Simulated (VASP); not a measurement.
A run of VASP 6.6.1 is set up as follows.

File INCAR:

```
PREC = Accurate ; ENCUT = 520
EDIFF = 1E-8 ; ISMEAR = -1
SIGMA = 0.08 ; LREAL = F
LASPH = T ; NELM = 120
ALGO = Normal ; ISIF = 2
LWAVE = F ; LCHARG = F
GGA = PE ; LEFG = T
NBANDS = 16 ; GGA_COMPAT = F
```

The input KPOINTS:

```
regular mesh
0
Gamma
  12 12 12
```

POSCAR

```
CuO
1.0
    2.6191358330      0.0000000000      0.0000000000
    0.0000000000      2.6191358330      0.0000000000
    0.0000000000      0.0000000000      2.6191358330
Cu O
1 1
Direct
    0.0000000000      0.0000000000      0.0000000000
    0.5000000000      0.5000000000      0.5000000000
```

Potentials or basis: VASP PAW PBE potentials, release 64 (Cu, O).

Command:

```bash
$ cat potpaw_PBE.64/Cu/POTCAR potpaw_PBE.64/O/POTCAR > POTCAR
$ mpirun -np 1 vasp_std > vasp.out
```

**Question.** Predict the pressure.

**Answer.** 3.7 GPa.

Caveat: without QUAD_EFG the Cq values of the log hold for a quadrupole moment of 1 mb, not for the nuclei; an odd number of electrons without spin polarisation forces a metal; a magnetic or distorted state may lie lower.
